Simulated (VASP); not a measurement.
Runs of VASP 6.6.1 on CoSn3. The structure is that of space group Pm-3m (No. 221), or close to it. The cells are those of the table. 

| spin | fixed moment (μB) | cell | k mesh | cutoff (eV) | gap on the mesh (eV) | pressure (GPa) | moment (μB) |
| --- | --- | --- | --- | --- | --- | --- | --- |
| off | - | a = 4.494 Å, 4 atoms | 10 × 10 × 10 | 520 | none | -3.8 | - |
| collinear, zero start | 0.0 | a = 4.494 Å, 4 atoms | 10 × 10 × 10 | 660 | - | -3.7 | 0.00 |
| off | - | a = 4.405 Å, 4 atoms | 10 × 10 × 10 | 520 | none | 0.0 | - |
| collinear, ferromagnetic start | - | a = 4.489 Å, 4 atoms | 6 × 6 × 6 | 520 | none | (b) | (a) |

Alike in all rows: task single point; level r2SCAN; potentials or basis VASP PAW PBE potentials, release 64 (Sn_d, Co); smearing gaussian 0.1 eV.

Task: Fill in the values left out.

Result: (a) 1.99; (b) 0.2.

Caveats: the PAW data sets were made with another functional, which shifts forces and pressure a little; spin-orbit coupling is left out, which moves the levels of the heavy elements; the cell stands under tension (at least some runs); the total moment is fixed, so each spin has its own Fermi level (at least some runs).

A k mesh can miss the band edges, and the runs leave out spin-orbit coupling on Sn.

A gap of «none» marks levels without a gap at the run's occupations.
